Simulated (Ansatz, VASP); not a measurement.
Two plane-wave programs on Rb2H3

```xyz
5
Lattice="2.2891 1.3216 9.0524 -2.2891 1.3216 9.0524 0.0000 -2.6432 9.0524" Properties=species:S:1:pos:R:3 pbc="T T T"
Rb    0.0000    0.0000    6.8594
Rb    0.0000    0.0000   20.2980
H     0.0000    0.0000   12.5269
H     0.0000    0.0000   14.6304
H     0.0000    0.0000   13.5787
```

Alike in both runs: functional PBE; k mesh 12 × 12 × 12; occupations gaussian, width 0.1 eV; no spin polarisation.

Ansatz relaxed the structure, and its values are those at the end. VASP's run is a single point on that final structure, the one shown.

|  | VASP | Ansatz |
| --- | --- | --- |
| version | VASP 6.6.1 | Ansatz 0.2.0 |
| potentials or method | VASP PAW PBE potentials, release 64 (Rb_sv, H), cutoff 520 eV | scalar-relativistic, plane waves, PAW |
| valence electrons in the cell | 21 | 21 |

|  | VASP | Ansatz | Ansatz less VASP |
| --- | --- | --- | --- |
| gap on the k mesh at the Fermi level (eV) | none | none | - |
| pressure (GPa) | 0.0 | 0.0 | +0.03 |

A gap of «none» marks a metal or a gap that the smearing closes. The functional is the same, so the differences come from potentials, cutoffs and numerics.
